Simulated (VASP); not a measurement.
Set up this calculation in VASP 6.6.1, as the native input.

- Task: single point
- Functional: PBE
- Potentials or basis: VASP PAW PBE potentials, release 64 (Cd, S)
- Cutoff: 520 eV
- k mesh: 8 × 8 × 8
- Occupations: gaussian, width 0.05 eV
- Spin: no spin polarisation
- Dipole correction: no
- Further INCAR settings: ALGO = Normal; EDIFF = 1e-06; NBANDS = 16

The structure of CdS lies in POSCAR:

```
CdS
1.0
    0.0327375000      2.9100000000      2.9100000000
    2.9427375000      0.0000000000      2.9427375000
    2.9100000000      2.9100000000      0.0327375000
Cd S
1 1
Direct
    0.0000000000      0.0000000000      0.0000000000
    0.7500000000      0.7500000000      0.7500000000
```

This cell differs from its parent crystal: strain +0.0225 x Voigt [0, 0, 0, 0, 1, 0].

These files were run (other wordings do the same):

INCAR

```
PREC     = Accurate       # precision mode
ENCUT    = 520            # plane-wave cutoff, eV
EDIFF    = 1E-6           # SCF threshold, eV
ISMEAR   = 0              # smearing method
SIGMA    = 0.05           # smearing width, eV
LREAL    = F              # projectors in reciprocal space
LASPH    = T              # aspherical terms in the spheres
NELM     = 100            # most SCF steps
ALGO     = Normal         # electronic algorithm
ISIF     = 2              # what is computed and relaxed
LWAVE    = F              # write WAVECAR
LCHARG   = F              # write CHGCAR
GGA      = PE             # functional
NBANDS   = 16             # bands
```

KPOINTS

```
regular mesh
0
Gamma
  8 8 8
```

Potentials or basis: VASP PAW PBE potentials, release 64 (Cd, S).

The run is started by

```bash
$ cat potpaw_PBE.64/Cd/POTCAR potpaw_PBE.64/S/POTCAR > POTCAR
$ mpirun -np 1 vasp_std > vasp.out
```

Results of the run:

```
Pressure               : 3.7 GPa
Largest force          : 0.169 eV/Å
Band gap on the k mesh : 1.13 eV, direct
```

Caveat: the cell differs from its parent crystal (strain +0.0225 x Voigt [0, 0, 0, 0, 1, 0]).

Run time: 51 s on 1 thread of Intel(R) Xeon(R) Platinum 8488C (Sapphire Rapids), with other jobs on the host, peak memory 0.22 GiB.
